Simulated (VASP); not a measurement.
Here is a VASP 6.6.1 calculation.

The input INCAR:

```
SYSTEM = MnSe
PREC = Accurate
ENCUT = 600
EDIFF = 1E-6
ISMEAR = 0
SIGMA = 0.1
LREAL = .FALSE.
LASPH = .TRUE.
NELM = 150
ALGO = Normal
ISIF = 3
LWAVE = .FALSE.
LCHARG = .FALSE.
ISPIN = 2
MAGMOM = 4.22 0.11
LORBIT = 11
LMAXMIX = 4
IBRION = 2
NSW = 100
EDIFFG = -0.005
```

Contents of KPOINTS:

```
regular mesh
0
G
  14 14 14
  0 0 0
```

The input POSCAR:

```
MnSe
1.0
    0.0000000000      2.5837721499      2.5837721499
    2.5837721499      0.0000000000      2.5837721499
    2.5837721499      2.5837721499      0.0000000000
Mn Se
1 1
Direct
    0.0000000000      0.0000000000      0.0000000000
    0.5000000000      0.5000000000      0.5000000000
```

Potentials or basis: VASP PAW LDA potentials, release 64 (Mn_pv, Se).

The run is started by

```sh
$ cat potpaw_LDA.64/Mn_pv/POTCAR potpaw_LDA.64/Se/POTCAR > POTCAR
$ mpirun -np 1 vasp_std > vasp.out
```

**Question.** Estimate the site moments.

**Answer.** Mn +3.55; Se +0.06 μB.

**Question.** Predict the relaxed cell.

**Answer.** a = 3.602 Å, b = 3.602 Å, c = 3.602 Å, α = 60.00°, β = 60.00°, γ = 60.00°.

**Question.** Predict the relaxed volume.

**Answer.** 16.53 Å³/atom.

**Question.** Estimate the space group after relaxing (to 0.1 Å).

**Answer.** Fm-3m (No. 225).

Final structure:
```xyz
2
Lattice="0.0000 2.5473 2.5473 2.5473 0.0000 2.5473 2.5473 2.5473 0.0000" Properties=species:S:1:pos:R:3 pbc="T T T"
Mn    2.5473    2.5473    0.0000
Se    2.5473    2.5473    2.5473
```

Caveat: a cell with one magnetic atom can't hold antiferromagnetic order, which such compounds often take. Zero-point motion and thermal expansion aren't in these numbers.
